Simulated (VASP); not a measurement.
# FeGe (P2_13) in VASP: further runs

FeGe is run at these levels: PBE, r2SCAN; tasks: single point.

Program: VASP 6.6.1. These are calculated values, not measurements. Logs are shortened: lines on timing, memory, paths and dates and some standing lists are left out, and cuts for length are marked.

## Step 1: The cell of the first run

It takes space group P2_13 (No. 198, cubic). The conventional cell has a = 4.689 Å, b = 4.689 Å, c = 4.689 Å, α = 90.00°, β = 90.00°, γ = 90.00°. Within 3.1 Å of Fe (site symmetry 3) lie 7 Ge at 2.38 to 2.64 Å and 6 Fe at 2.87 Å. Ge (site symmetry 3) has 7 Fe at 2.38 to 2.64 Å and 6 Ge at 2.90 Å within 3.1 Å.

## Step 2: Single point, PBE

INCAR reads:

```
PREC = Accurate
ENCUT = 520
EDIFF = 1E-7
ISMEAR = -1
SIGMA = 0.05
LREAL = F
LASPH = T
NELM = 100
ALGO = Normal
ISIF = 2
LWAVE = F
LCHARG = F
GGA = PE
NBANDS = 54
```

KPOINTS reads:

```
Automatic mesh
0
Gamma
  7 7 7
```

POSCAR reads:

```
FeGe
1.0
    4.6890000000      0.0000000000      0.0000000000
    0.0000000000      4.6890000000      0.0000000000
    0.0000000000      0.0000000000      4.6890000000
Fe Ge
4 4
Direct
    0.1350000000      0.1350000000      0.1350000000
    0.3650000000      0.8650000000      0.6350000000
    0.6350000000      0.3650000000      0.8650000000
    0.8650000000      0.6350000000      0.3650000000
    0.8420000000      0.8420000000      0.8420000000
    0.6580000000      0.1580000000      0.3420000000
    0.3420000000      0.6580000000      0.1580000000
    0.1580000000      0.3420000000      0.6580000000
```

Potentials or basis: VASP PAW PBE potentials, release 64 (Fe, Ge_d).

On the command line:

```sh
$ cat potpaw_PBE.64/Fe/POTCAR potpaw_PBE.64/Ge_d/POTCAR > POTCAR
$ mpirun -np 1 vasp_std > vasp.out
```

OUTCAR:

```text
PREC = Accurate
   ENCUT = 520
   EDIFF = 1E-7
   ISMEAR = -1
   LREAL = F
   LASPH = T
   NELM = 100
   ISIF = 2
   GGA = PE

 ion  position               nearest neighbor table
   1  0.135  0.135  0.135-   5 2.38   8 2.44   7 2.44   6 2.44   7 2.64   8 2.64   6 2.64   2 2.87
                             4 2.87   2 2.87   4 2.87   3 2.87   3 2.87
   2  0.365  0.865  0.635-   6 2.38   7 2.44   5 2.44   8 2.44   7 2.64   8 2.64   5 2.64   1 2.87
                             3 2.87   1 2.87   3 2.87   4 2.87   4 2.87
   3  0.635  0.365  0.865-   7 2.38   6 2.44   5 2.44   8 2.44   8 2.64   6 2.64   5 2.64   4 2.87
                             2 2.87   2 2.87   4 2.87   1 2.87   1 2.87
   4  0.865  0.635  0.365-   8 2.38   5 2.44   7 2.44   6 2.44   6 2.64   5 2.64   7 2.64   3 2.87
                             1 2.87   1 2.87   3 2.87   2 2.87   2 2.87
   5  0.842  0.842  0.842-   1 2.38   4 2.44   3 2.44   2 2.44   3 2.64   4 2.64   2 2.64   6 2.90
                             7 2.90   8 2.90   6 2.90   8 2.90   7 2.90
   6  0.658  0.158  0.342-   2 2.38   3 2.44   1 2.44   4 2.44   3 2.64   4 2.64   1 2.64   8 2.90
                             5 2.90   5 2.90   7 2.90   7 2.90   8 2.90
   7  0.342  0.658  0.158-   3 2.38   2 2.44   1 2.44   4 2.44   4 2.64   2 2.64   1 2.64   8 2.90
                             5 2.90   8 2.90   6 2.90   6 2.90   5 2.90
   8  0.158  0.342  0.658-   4 2.38   1 2.44   3 2.44   2 2.44   2 2.64   1 2.64   3 2.64   7 2.90
                             5 2.90   7 2.90   5 2.90   6 2.90   6 2.90

  LATTYP: Found a simple cubic cell.
 ALAT       =     4.6890000000

  Lattice vectors:

 A1 = (   4.6890000000,   0.0000000000,   0.0000000000)
 A2 = (   0.0000000000,   4.6890000000,   0.0000000000)
 A3 = (   0.0000000000,   0.0000000000,   4.6890000000)

Analysis of symmetry for initial positions (statically):
=====================================================================
 Subroutine PRICEL returns:
 Original cell was already a primitive cell.

 Routine SETGRP: Setting up the symmetry group for a
 simple cubic supercell.

 Subroutine GETGRP returns: Found 12 space group operations
 (whereof  3 operations were pure point group operations)
 out of a pool of 48 trial point group operations.

The static configuration has the point symmetry C_3 .
 The point group associated with its full space group is T   .

Analysis of symmetry for dynamics (positions and initial velocities):
=====================================================================
 Subroutine PRICEL returns:
 Original cell was already a primitive cell.

[... 126 lines left out ...]
   ISYM   =      2    0-nonsym 1-usesym 2-fastsym
   POTIM  = 0.5000    time-step for ionic-motion
   TEBEG  =    0.0;   TEEND  =   0.0 temperature during run
   PSTRESS=    0.0 pullay stress
   NELECT =      88.0000    total number of electrons
   NUPDOWN=      -1.0000    fix difference up-down
   EMIN   =  10.00;   EMAX   =-10.00  energy-range for DOS
   EFERMI =   0.00;   METHOD = LEGACY
   ISMEAR =    -1;   SIGMA  =   0.05  broadening in eV -4-tet -1-fermi 0-gaus
   EFERMI_NEDOS =   21; number of points for ismear=-14 and -15
   IALGO  =     38    algorithm
   IMIX   =      4    mixing-type and parameters
     AMIX     =   0.40;   BMIX     =  1.00
     AMIX_MAG =   1.60;   BMIX_MAG =  1.00
  volume/ion in A,a.u.               =      12.89        86.97
  Fermi-wavevector in a.u.,A,eV,Ry     =   1.552943  2.934637 32.812241  2.411632
  Thomas-Fermi vector in A             =   2.657245
   LORBIT       =      0    0 simple, 1 ext, 2 COOP (PROOUT), +10 PAW based schemes
   GGA     = PE    functional components
   LHFCALC =     F    Hartree Fock is set to
   AEXX    =    0.0000 exact exchange contribution
   IVDW    =     0    specifies the selected vdW correction
   LEPSILON=     F    determine dielectric tensor
   LRPA    =     F    only Hartree local field effects (RPA)
 non-spin polarized calculation
  energy-cutoff  :      520.00
  volume of cell :      103.10
 maximum number of plane-waves:      2801
 NGX is ok and might be reduce to    36
   NGX = 17   NGY = 17   NGZ = 17

 number of electron      87.9999927 magnetization

 Free energy of the ion-electron system (eV)
  ---------------------------------------------------
  ext. energy  EPLUGINS =         0.00000000
  ---------------------------------------------------
  free energy    TOTEN  =       -51.57574447 eV

  energy without entropy =      -51.50325043  energy(sigma->0) =      -51.53949745

 E-fermi :   7.8934     XC(G=0): -12.8814

 val. band max:        7.8514897823   @ k =   0.1429   0.1429   0.1429
 cond. band min:       7.9382132276   @ k =   0.2857   0.2857   0.0000
 fundamental gap:      0.0867234453
 Fermi energy:         7.8934244015

 k-point     1 :       0.0000    0.0000    0.0000
  band No.  band energies     occupation
      1     -16.6984      2.00000
      2     -16.6984      2.00000
      3     -16.6984      2.00000
      4     -16.6614      2.00000
      5     -16.6614      2.00000
      6     -16.6614      2.00000
[... 1357 lines left out ...]
     53      13.2186      0.00000
     54      13.2886      0.00000

------------------------ aborting loop because EDIFF is reached ----------------------------------------

  FORCE on cell =-STRESS in cart. coord.  units (eV):
  Direction    XX          YY          ZZ          XY          YZ          ZX
  --------------------------------------------------------------------------------------
  -------------------------------------------------------------------------------------
  Total       -3.5650859     -3.5650859     -3.5650859     -0.0000000     -0.0000000      0.0000000
  in kB      -55.4038428    -55.4038428    -55.4038428     -0.0000000     -0.0000000      0.0000000
  external PRESSURE =     -55.4038428 kB  Pullay stress =       0.0000000 kB

 VOLUME and BASIS-vectors are now :
 -----------------------------------------------------------------------------
  energy-cutoff  :      520.00
  volume of cell :      103.10
      direct lattice vectors                 reciprocal lattice vectors
     4.689000000  0.000000000  0.000000000     0.213265089  0.000000000  0.000000000
     0.000000000  4.689000000  0.000000000     0.000000000  0.213265089  0.000000000
     0.000000000  0.000000000  4.689000000     0.000000000  0.000000000  0.213265089

 POSITION                                       TOTAL-FORCE (eV/Angst)
 -----------------------------------------------------------------------------------
      0.63301      0.63301      0.63301        -0.094698     -0.094698     -0.094698
      1.71149      4.05599      2.97751         0.094698      0.094698     -0.094698
      2.97751      1.71149      4.05599        -0.094698      0.094698      0.094698
      4.05599      2.97751      1.71149         0.094698     -0.094698      0.094698
      3.94814      3.94814      3.94814        -0.215045     -0.215045     -0.215045
      3.08536      0.74086      1.60364         0.215045      0.215045     -0.215045
      1.60364      3.08536      0.74086        -0.215045      0.215045      0.215045
      0.74086      1.60364      3.08536         0.215045     -0.215045      0.215045
 -----------------------------------------------------------------------------------
    total drift:                               -0.000001     -0.000000     -0.000000

  FREE ENERGIE OF THE ION-ELECTRON SYSTEM (eV)
  ---------------------------------------------------
  free  energy   TOTEN  =       -51.5757444742 eV

  energy  without entropy=      -51.5032504337  energy(sigma->0) =      -51.53949745
```

OSZICAR:

```text
N       E                     dE             d eps       ncg     rms          rms(c)
DAV:   1     0.100282540019E+04    0.10028E+04   -0.36831E+04  3024   0.433E+03
DAV:   2     0.162501021618E+03   -0.84032E+03   -0.80865E+03  2592   0.104E+03
DAV:   3    -0.386222068256E+02   -0.20112E+03   -0.19149E+03  2592   0.291E+02
DAV:   4    -0.569755153114E+02   -0.18353E+02   -0.18018E+02  3214   0.957E+01
DAV:   5    -0.574828043954E+02   -0.50729E+00   -0.50585E+00  3128   0.189E+01    0.243E+01
DAV:   6    -0.632346818757E+02   -0.57519E+01   -0.11242E+02  3294   0.822E+01    0.310E+01
DAV:   7    -0.515984838276E+02    0.11636E+02   -0.62625E+01  3098   0.618E+01    0.524E+00
DAV:   8    -0.516431927676E+02   -0.44709E-01   -0.37020E+00  2902   0.922E+00    0.243E+00
DAV:   9    -0.515780052511E+02    0.65188E-01   -0.30282E-01  3534   0.493E+00    0.767E-01
DAV:  10    -0.515761629502E+02    0.18423E-02   -0.21752E-02  2906   0.122E+00    0.225E-01
DAV:  11    -0.515757453771E+02    0.41757E-03   -0.26341E-03  3622   0.609E-01    0.832E-02
DAV:  12    -0.515757404730E+02    0.49041E-05   -0.27465E-04  3444   0.155E-01    0.383E-02
DAV:  13    -0.515757447792E+02   -0.43061E-05   -0.43771E-05  2896   0.764E-02    0.626E-03
DAV:  14    -0.515757451391E+02   -0.35992E-06   -0.49520E-06  3430   0.216E-02    0.334E-03
DAV:  15    -0.515757446689E+02    0.47018E-06   -0.77294E-07  2850   0.100E-02    0.133E-03
DAV:  16    -0.515757445382E+02    0.13072E-06   -0.39895E-08  1674   0.187E-03    0.358E-04
DAV:  17    -0.515757444742E+02    0.64001E-07   -0.12831E-08  1614   0.883E-04
   1 F= -.51575744E+02 E0= -.51539497E+02  d E =-.724940E-01
```

stdout:

```text
POSCAR found type information on POSCAR FeGe
 POSCAR found :  2 types and       8 ions
 scaLAPACK will be used
 LDA part: xc-table for (Slater+PW92), standard interpolation
 POSCAR, INCAR and KPOINTS ok, starting setup
 FFT: planning ... GRIDC
 FFT: planning ... GRID_SOFT
 FFT: planning ... GRID
 WAVECAR not read
 entering main loop
```

It took 5.8 min on 1 thread of AMD EPYC 7R13, shared host; peak memory 0.23 GiB.

Results:

| Quantity | Value |
| --- | --- |
| Free energy | -51.5757 eV |
| Pressure | -5.5 GPa |
| Largest force | 0.372 eV/Å |
| Band gap on the k mesh | 0.09 eV, indirect (least direct gap 0.12 eV) |

Forces in eV/Å, atoms in the order of the input:
```
Fe  -0.095 -0.095 -0.095
Fe   0.095  0.095 -0.095
Fe  -0.095  0.095  0.095
Fe   0.095 -0.095  0.095
Ge  -0.215 -0.215 -0.215
Ge   0.215  0.215 -0.215
Ge  -0.215  0.215  0.215
Ge   0.215 -0.215  0.215
```

A k mesh can miss the band edges. Spin polarisation is off, so any magnetic state and its effect on volume and gap are missing.

## Step 3: Single point, r2SCAN

POSCAR is that of step 2.

INCAR.step1 reads:

```
ALGO     = Normal         # electronic algorithm
EDIFF    = 1E-4           # SCF threshold, eV
ENCUT    = 520            # plane-wave cutoff, eV
GGA      = PE             # functional
ISMEAR   = -1             # smearing method
LASPH    = True           # aspherical terms in the spheres
LCHARG   = False          # write CHGCAR
LREAL    = False          # projectors in reciprocal space
LWAVE    = True           # write WAVECAR
NBANDS   = 54             # bands
NELM     = 60             # most SCF steps
PREC     = Accurate       # precision mode
SIGMA    = 0.05           # smearing width, eV
```

INCAR.step2 reads:

```
ALGO     = Normal         # electronic algorithm
EDIFF    = 1E-7           # SCF threshold, eV
ENCUT    = 520            # plane-wave cutoff, eV
ISIF     = 2              # what is computed and relaxed
ISMEAR   = -1             # smearing method
ISTART   = 1            
LASPH    = True           # aspherical terms in the spheres
LCHARG   = False          # write CHGCAR
LMIXTAU  = True         
LREAL    = False          # projectors in reciprocal space
LWAVE    = False          # write WAVECAR
METAGGA  = R2SCAN         # meta-GGA
NBANDS   = 54             # bands
NELM     = 60             # most SCF steps
PREC     = Accurate       # precision mode
SIGMA    = 0.05           # smearing width, eV
```

KPOINTS reads:

```
k-points
0
Gamma
  7 7 7
```

Potentials or basis: VASP PAW PBE potentials, release 64 (Fe, Ge_d).

On the command line:

```sh
$ cat potpaw_PBE.64/Fe/POTCAR potpaw_PBE.64/Ge_d/POTCAR > POTCAR
$ cp INCAR.step1 INCAR
$ mpirun -np 1 vasp_std > vasp.out
$ cp INCAR.step2 INCAR
$ mpirun -np 1 vasp_std > vasp.out
```

Wall time 20 min (1 thread of AMD EPYC 7R13, shared host); peak memory 0.25 GiB.

Results (log left out):

| Quantity | Value |
| --- | --- |
| Free energy | -111.0833 eV |
| Pressure | -11.9 GPa |
| Largest force | 0.473 eV/Å |
| Band gap on the k mesh | 0.20 eV, indirect (least direct gap 0.24 eV) |

Forces in eV/Å, atoms in the order of the input:
```
Fe  -0.165 -0.165 -0.165
Fe   0.165  0.165 -0.165
Fe  -0.165  0.165  0.165
Fe   0.165 -0.165  0.165
Ge  -0.273 -0.273 -0.273
Ge   0.273  0.273 -0.273
Ge  -0.273  0.273  0.273
Ge   0.273 -0.273  0.273
```

Levels at points of the mesh, in eV from the valence-band top:
```csv
k point,band 42,band 43,band 44,band 45,band 46,band 47
"(0.00, 0.00, 0.00)",-0.29,-0.12,-0.12,0.51,0.51,0.51
```

Caveat: the PAW data sets were made with another functional, which shifts forces and pressure a little.
